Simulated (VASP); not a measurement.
The system is Nb.

```
CELL_PARAMETERS angstrom
1.66500 1.66500 1.66500
-1.66500 1.66500 1.66500
-1.66500 -1.66500 1.66500
ATOMIC_POSITIONS crystal
Nb 0.00000 0.00000 0.00000
```

- Program: VASP 6.6.1
- Task: relaxation of cell and atoms
- Functional: PBE
- Potentials or basis: VASP PAW PBE potentials, release 64 (Nb_sv)
- Cutoff: 600 eV
- k mesh: 9 × 9 × 9
- Occupations: fermi-dirac, width 0.1 eV
- Spin: no spin polarisation

At the start: pressure -3.4 GPa; volume 18.46 Å³/atom.

Problem. Where does the relaxation end?

Solution. Over 3 steps the energy falls by 4.0 meV/atom and the volume is 18.09 Å³/atom (-2.0 %); space group Im-3m (No. 229, to 0.05 Å).

Step by step:
```
step  energy change (eV)  largest force (eV/Å)  pressure (GPa)  volume (Å³)
   1              0.0000                0.0000           -3.39        18.46
   2              0.0093                0.0000            6.74        17.44
   3             -0.0040                0.0000           -0.06        18.09
```

Final structure:
```
Nb
1.0
     1.65383    1.65383    1.65383
    -1.65383    1.65383    1.65383
    -1.65383   -1.65383    1.65383
Nb
1
Direct
  0.00000 0.00000 0.00000
```
